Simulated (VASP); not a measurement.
# NdAgO4 (P-6m2) in VASP: further runs, part 2 of 2

VASP 6.6.1. Earlier steps stand in the parts before.

## Step 3: Single point, PBE, collinear spin

This run uses another cell than the first one, of 14.66 Å³/atom.

File INCAR:

```
PREC     = Accurate       # precision mode
ENCUT    = 600            # plane-wave cutoff, eV
EDIFF    = 1E-6           # SCF threshold, eV
ISMEAR   = 0              # smearing method
SIGMA    = 0.1            # smearing width, eV
LREAL    = False          # projectors in reciprocal space
LASPH    = True           # aspherical terms in the spheres
NELM     = 200            # most SCF steps
ALGO     = Normal         # electronic algorithm
ISIF     = 2              # what is computed and relaxed
LWAVE    = False          # write WAVECAR
LCHARG   = False          # write CHGCAR
ISPIN    = 2              # spin polarisation
MAGMOM   = 0 1 0 0 0 0    # initial moments
LORBIT   = 11             # projections on sites
LMAXMIX  = 6              # l up to which the mixer works
GGA      = PE             # functional
NBANDS   = 36             # bands
GGA_COMPAT= False
```

File KPOINTS:

```
regular mesh
0
Gamma
  6 6 4
```

File POSCAR:

```
NdAgO4
1.0
    4.6657405700      0.0000000000      0.0000000000
   -2.3328702900      4.0406498600      0.0000000000
    0.0000000000      0.0000000000      4.6642746600
Nd Ag O
1 1 4
Direct
    0.6666666700      0.3333333300      0.5000000000
    0.0000000000      0.0000000000      0.0000000000
    0.4959585700      0.5040414300      0.0000000000
    0.4959585700      0.9919171400      0.0000000000
    0.0080828600      0.5040414300      0.0000000000
    0.0000000000      0.0000000000      0.5000000000
```

Potentials or basis: VASP PAW PBE potentials, release 64 (Nd_3, Ag, O), 4f in core.

The run is started by

```console
$ cat potpaw_PBE.64/Nd_3/POTCAR potpaw_PBE.64/Ag/POTCAR potpaw_PBE.64/O/POTCAR > POTCAR
$ mpirun -np 1 vasp_std > vasp.out
```

OUTCAR:

```text
PREC = Accurate
   ENCUT = 600
   EDIFF = 1E-6
   ISMEAR = 0
   LREAL = False
   LASPH = True
   NELM = 200
   ISIF = 2
   ISPIN = 2
   LORBIT = 11
   GGA = PE

 ion  position               nearest neighbor table
   1  0.667  0.333  0.500-   6 2.69   6 2.69   6 2.69   5 2.71   5 2.71   4 2.71   4 2.71   3 2.71
                             3 2.71   2 3.56   2 3.56   2 3.56   2 3.56   2 3.56   2 3.56
   2  0.000  0.000  0.000-   6 2.33   6 2.33   3 2.33   3 2.33   4 2.33   4 2.33   5 2.33   5 2.33
                             1 3.56   1 3.56   1 3.56   1 3.56   1 3.56   1 3.56
   3  0.496  0.504  0.000-   2 2.33   2 2.33   1 2.71   1 2.71
   4  0.496  0.992  0.000-   2 2.33   2 2.33   1 2.71   1 2.71
   5  0.008  0.504  0.000-   2 2.33   2 2.33   1 2.71   1 2.71
   6  0.000  0.000  0.500-   2 2.33   2 2.33   1 2.69   1 2.69   1 2.69

  LATTYP: Found a hexagonal cell.
 ALAT       =     4.6657405700
 C/A-ratio  =     0.9996858141

  Lattice vectors:

 A1 = (   4.6657405700,   0.0000000000,   0.0000000000)
 A2 = (  -2.3328702900,   4.0406498600,   0.0000000000)
 A3 = (   0.0000000000,   0.0000000000,   4.6642746600)

Analysis of symmetry for initial positions (statically):
=====================================================================
 Subroutine PRICEL returns:
 Original cell was already a primitive cell.

 Routine SETGRP: Setting up the symmetry group for a
 hexagonal supercell.

 Subroutine GETGRP returns: Found 12 space group operations
 (whereof 12 operations were pure point group operations)
 out of a pool of 24 trial point group operations.

The static configuration has the point symmetry D_3h.

Analysis of symmetry for dynamics (positions and initial velocities):
=====================================================================
 Subroutine PRICEL returns:
 Original cell was already a primitive cell.

 Routine SETGRP: Setting up the symmetry group for a
 hexagonal supercell.

 Subroutine GETGRP returns: Found 12 space group operations
 (whereof 12 operations were pure point group operations)
 out of a pool of 24 trial point group operations.

The dynamic configuration has the point symmetry D_3h.

Analysis of structural, dynamic, and magnetic symmetry:
=====================================================================
 Subroutine PRICEL returns:
 Original cell was already a primitive cell.

 Routine SETGRP: Setting up the symmetry group for a
 hexagonal supercell.

 Subroutine GETGRP returns: Found 12 space group operations
 (whereof 12 operations were pure point group operations)
 out of a pool of 24 trial point group operations.

The overall configuration has the point symmetry D_3h.

 Subroutine INISYM returns: Found 12 space group operations
 (whereof 12 operations are pure point group operations),
 and found     1 'primitive' translations

----------------------------------------------------------------------------------------

                                     Primitive cell

  volume of cell :      87.9338

  direct lattice vectors                    reciprocal lattice vectors
     4.665740570  0.000000000  0.000000000     0.214328248  0.123742472  0.000000000
    -2.332870290  4.040649860  0.000000000     0.000000000  0.247484943  0.000000000
     0.000000000  0.000000000  4.664274660     0.000000000  0.000000000  0.214395608

  length of vectors
     4.665740570  4.665740572  4.664274660     0.247484943  0.247484943  0.214395608
[... 93 lines left out ...]
   POTIM  = 0.5000    time-step for ionic-motion
   TEBEG  =    0.0;   TEEND  =   0.0 temperature during run
   PSTRESS=    0.0 pullay stress
   NELECT =      46.0000    total number of electrons
   NUPDOWN=      -1.0000    fix difference up-down
   EMIN   =  10.00;   EMAX   =-10.00  energy-range for DOS
   EFERMI =   0.00;   METHOD = LEGACY
   ISMEAR =     0;   SIGMA  =   0.10  broadening in eV -4-tet -1-fermi 0-gaus
   EFERMI_NEDOS =   21; number of points for ismear=-14 and -15
   IALGO  =     38    algorithm
   IMIX   =      4    mixing-type and parameters
     AMIX     =   0.40;   BMIX     =  1.00
     AMIX_MAG =   1.60;   BMIX_MAG =  1.00
  volume/ion in A,a.u.               =      14.66        98.90
  Fermi-wavevector in a.u.,A,eV,Ry     =   1.319093  2.492725 23.674229  1.740007
  Thomas-Fermi vector in A             =   2.449016
   LORBIT       =     11    0 simple, 1 ext, 2 COOP (PROOUT), +10 PAW based schemes
   GGA     = PE    functional components
   LHFCALC =     F    Hartree Fock is set to
   AEXX    =    0.0000 exact exchange contribution
   IVDW    =     0    specifies the selected vdW correction
   LEPSILON=     F    determine dielectric tensor
   LRPA    =     F    only Hartree local field effects (RPA)
 spin polarized calculation
 Gauss-broadening in eV      SIGMA  =   0.10
  energy-cutoff  :      600.00
  volume of cell :       87.93
 maximum number of plane-waves:      2971
 NGX is ok and might be reduce to    40
   NGX = 19   NGY = 19   NGZ = 19

 number of electron      46.0000009 magnetization       1.6935809

 Free energy of the ion-electron system (eV)
  ---------------------------------------------------
  ext. energy  EPLUGINS =         0.00000000
  ---------------------------------------------------
  free energy    TOTEN  =       -32.18522236 eV

  energy without entropy =      -32.16957637  energy(sigma->0) =      -32.17739936

 E-fermi :   2.8299     XC(G=0): -10.3763

 val. band max:        2.8010159766   @ k =   0.1667   0.1667   0.5000
 cond. band min:       2.8429455715   @ k =   0.1667   0.1667   0.2500
 fundamental gap:      0.0419295948
 Fermi energy:         2.8298739783

 spin component 1

 k-point     1 :       0.0000    0.0000    0.0000
  band No.  band energies     occupation
      1     -34.5488      1.00000
      2     -15.8957      1.00000
      3     -15.6742      1.00000
      4     -15.6742      1.00000
      5     -15.4818      1.00000
      6     -13.6844      1.00000
[... 787 lines left out ...]
     34      12.8383      0.00000
     35      12.9376      0.00000
 Fermi energy:         2.8298739783

 spin component 2

 k-point     1 :       0.0000    0.0000    0.0000
  band No.  band energies     occupation
      1     -34.5583      1.00000
      2     -15.6500      1.00000
      3     -15.6500      1.00000
      4     -15.4982      1.00000
      5     -15.1768      1.00000
      6     -13.4897      1.00000
[... 787 lines left out ...]
     34      12.9709      0.00000
     35      13.0201      0.00000
 [bands above 35 left out]

------------------------ aborting loop because EDIFF is reached ----------------------------------------

  FORCE on cell =-STRESS in cart. coord.  units (eV):
  Direction    XX          YY          ZZ          XY          YZ          ZX
  --------------------------------------------------------------------------------------
  -------------------------------------------------------------------------------------
  Total       -5.0148031     -5.0148031     -9.5318585      0.0000000      0.0000000      0.0000000
  in kB      -91.3710359    -91.3710358   -173.6729758      0.0000001      0.0000000      0.0000000
  external PRESSURE =    -118.8050159 kB  Pullay stress =       0.0000000 kB

 VOLUME and BASIS-vectors are now :
 -----------------------------------------------------------------------------
  energy-cutoff  :      600.00
  volume of cell :       87.93
      direct lattice vectors                 reciprocal lattice vectors
     4.665740570  0.000000000  0.000000000     0.214328248  0.123742472  0.000000000
    -2.332870290  4.040649860  0.000000000     0.000000000  0.247484943  0.000000000
     0.000000000  0.000000000  4.664274660     0.000000000  0.000000000  0.214395608

 POSITION                                       TOTAL-FORCE (eV/Angst)
 -----------------------------------------------------------------------------------
      2.33287      1.34688      2.33214         0.000000     -0.000000     -0.000000
      0.00000      0.00000      0.00000        -0.000000     -0.000000     -0.000000
      1.13815      2.03665      0.00000         0.551617     -0.318476      0.000000
     -0.00000      4.00799      0.00000        -0.000000      0.636952     -0.000000
     -1.13815      2.03665      0.00000        -0.551617     -0.318476      0.000000
      0.00000      0.00000      2.33214        -0.000000     -0.000000     -0.000000
 -----------------------------------------------------------------------------------
    total drift:                               -0.000012      0.000007     -0.000000

  FREE ENERGIE OF THE ION-ELECTRON SYSTEM (eV)
  ---------------------------------------------------
  free  energy   TOTEN  =       -32.1852223579 eV

  energy  without entropy=      -32.1695763667  energy(sigma->0) =      -32.17739936

 total charge

# of ion       s       p       d       tot
------------------------------------------
    1        2.056   5.852   0.540   8.449
    2        0.289   0.289   9.041   9.620
    3        1.607   3.159   0.000   4.766
    4        1.607   3.159   0.000   4.766
    5        1.607   3.159   0.000   4.766
    6        1.562   3.312   0.000   4.874
--------------------------------------------------
tot          8.729  18.930   9.582  37.240

 magnetization (x)

# of ion       s       p       d       tot
------------------------------------------
    1       -0.002  -0.002  -0.016  -0.020
    2       -0.011  -0.001   0.225   0.213
    3        0.007   0.404   0.000   0.410
    4        0.007   0.404   0.000   0.410
    5        0.007   0.404   0.000   0.410
    6        0.003   0.096   0.000   0.099
--------------------------------------------------
tot          0.010   1.304   0.209   1.523
```

It took 3.2 min on 1 thread of Intel Xeon Platinum 8488C (Sapphire Rapids), shared host; peak memory 0.37 GiB.

What came out:

```
Free energy                                           : -32.1852 eV
Pressure                                              : -11.9 GPa
Largest force                                         : 0.637 eV/Å
Net moment                                            : 1.69 μB per cell
Site moments                                          : Nd -0.02; Ag +0.21; O +0.41, +0.10 (each value once) μB
Valence electrons inside the program's atomic spheres : Nd 8.45; Ag 9.62; O 4.77, 4.87 (each value once)
```

Forces in eV/Å, atoms in the order of the input:
```
Nd   0.000  0.000  0.000
Ag   0.000  0.000  0.000
O    0.552 -0.318  0.000
O    0.000  0.637  0.000
O   -0.552 -0.318  0.000
O    0.000  0.000  0.000
```

Levels at points of the mesh, in eV from the Fermi level:
Spin up:
| k point | band 21 | band 22 | band 23 | band 24 | band 25 | band 26 | band 27 | band 28 |
| --- | --- | --- | --- | --- | --- | --- | --- | --- |
| (0.00, 0.00, 0.00) | -2.14 | -1.88 | -0.85 | 0.29 | 0.29 | 2.70 | 5.08 | 5.50 |
| (0.50, 0.00, 0.00) | -1.79 | -1.65 | -1.59 | -0.42 | 0.51 | 3.62 | 5.01 | 5.63 |
| (0.00, 0.00, 0.50) | -1.32 | -0.85 | -0.83 | 0.25 | 0.25 | 3.34 | 4.87 | 4.87 |
| (0.50, 0.00, 0.50) | -1.57 | -1.20 | -0.49 | 0.50 | 0.59 | 3.81 | 4.59 | 4.70 |
Spin down:
```tsv
k point	band 18	band 19	band 20	band 21	band 22	band 23	band 24	band 25	band 26	band 27
(0.00, 0.00, 0.00)	-1.97	-1.97	-1.88	-1.88	-1.53	0.15	1.46	1.46	2.77	5.17
(0.50, 0.00, 0.00)	-1.71	-1.53	-1.52	-1.40	-1.29	-1.28	0.49	1.51	3.64	5.02
(0.00, 0.00, 0.50)	-1.78	-1.78	-1.08	-1.08	-0.55	0.15	1.41	1.41	3.34	4.93
(0.50, 0.00, 0.50)	-1.89	-1.48	-1.37	-1.12	-1.01	0.40	1.08	1.49	3.82	4.67
```

Caveat: the magnetic or orbital state may not be the lowest; the cell stands under tension; spin-orbit coupling is left out, which moves the levels of the heavy elements; the 4f electrons are frozen in the core, so they carry no moment and show no levels. With open d or f shells a metallic result of PBE can be an artefact of self-interaction; +U or a hybrid may open a gap.
